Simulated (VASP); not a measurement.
CdI, 2 atoms in the cell. It takes space group Pm-3m (No. 221, cubic). Conventional cell: a = 4.084 Å, b = 4.084 Å, c = 4.084 Å, α = 90.00°, β = 90.00°, γ = 90.00°. Within 4.6 Å of Cd (site symmetry m-3m) lie 8 I at 3.54 Å and 6 Cd at 4.08 Å. Within 4.6 Å of I (site symmetry m-3m) lie 8 Cd at 3.54 Å and 6 I at 4.08 Å. 

- Program: VASP 6.6.1
- Task: relaxation of cell and atoms
- Functional: PBE
- Potentials or basis: VASP PAW PBE potentials, release 64 (Cd, I)
- Cutoff: 600 eV
- k mesh: 14 × 14 × 14
- Occupations: gaussian, width 0.1 eV
- Spin: no spin polarisation
- Dipole correction: no
- Further INCAR settings: ALGO = Normal; EDIFF = 1e-06; IBRION = 2; EDIFFG = -0.01; NSW = 100; ISIF = 3

Potentials or basis: VASP PAW PBE potentials, release 64 (Cd, I).

The run is started by

```bash
$ cat potpaw_PBE.64/Cd/POTCAR potpaw_PBE.64/I/POTCAR > POTCAR
$ mpirun -np 1 vasp_std > vasp.out
```

Hardware: 1 thread of Intel(R) Xeon(R) 6975P-C (Granite Rapids) (shared host).

Q: Estimate the wall time of this run.

A: It took 120 s on 1 thread of Intel(R) Xeon(R) 6975P-C (Granite Rapids), with other jobs on the host, peak memory 0.32 GiB. Counts: scf iterations 33, k points 120, ion steps 4.
